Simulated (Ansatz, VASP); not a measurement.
## Ti in VASP and in Ansatz

```xyz
2
Lattice="2.0807 0.0000 0.0000 -1.0404 1.8020 0.0000 0.0000 0.0000 4.0168" Properties=species:S:1:pos:R:3 pbc="T T T"
Ti    0.0000    1.2013    1.0042
Ti    1.0404    0.6007    3.0126
```

Change from the starting cell: volume scaled by 0.45, LAPW.

Alike in both runs: task single point; functional PBEsol; k mesh 17 × 17 × 9; occupations fermi-dirac, width 0.08 eV; no spin polarisation.

|  | VASP | Ansatz |
| --- | --- | --- |
| version | VASP 6.6.1 | Ansatz 0.2.0 |
| potentials or method | VASP PAW PBE potentials, release 64 (Ti_sv), cutoff 520 eV | all-electron LAPW, scalar-relativistic |

VASP gave:

* pressure (GPa): 314.3
* traceless stress, the component that is largest in VASP (GPa): -7.89

Question: Which values does Ansatz return?

Answer: Pressure (GPa): 305.7; traceless stress, the component that is largest in VASP (GPa): -0.06.

VASP's potentials were made for PBE, not for PBEsol. Both programs put the cell under a high pressure, so it lies far from rest at this level. Ansatz ran all-electron here, and VASP with PAW potentials.

Noted on VASP's run: the cell as given lies far from equilibrium.
